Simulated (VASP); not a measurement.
A run of VASP 6.6.1 is set up as follows.

INCAR

```
SYSTEM = Fe
PREC = Accurate ; ENCUT = 600
EDIFF = 1E-6 ; ISMEAR = 0
SIGMA = 0.1 ; LREAL = .FALSE.
LASPH = .TRUE. ; NELM = 200
ALGO = Normal ; ISIF = 2
LWAVE = .FALSE. ; LCHARG = .FALSE.
ISPIN = 2 ; MAGMOM = 2.18
LORBIT = 11 ; LMAXMIX = 4
GGA = PS ; NBANDS = 14
GGA_COMPAT = .FALSE.
```

File KPOINTS:

```
Automatic mesh
0
G
  10 10 10
  0 0 0
```

File POSCAR:

```
Fe
1.0
   -1.3945650408      1.3945650408      1.3945650408
    1.3945650408     -1.3945650408      1.3945650408
    1.3945650408      1.3945650408     -1.3945650408
Fe
1
Direct
    0.0000000000      0.0000000000      0.0000000000
```

Potentials or basis: VASP PAW PBE potentials, release 64 (Fe).

The run is started by

```bash
$ cat potpaw_PBE.64/Fe/POTCAR > POTCAR
$ mpirun -np 1 vasp_std > vasp.out
```

**Question.** Predict the site moments.

**Answer.** Fe +2.11 μB.

**Question.** Predict the net moment.

**Answer.** 2.13 μB per cell.

**Question.** Predict the pressure.

**Answer.** -0.3 GPa.

Caveat: the PAW data sets were made with another functional, which shifts forces and pressure a little.
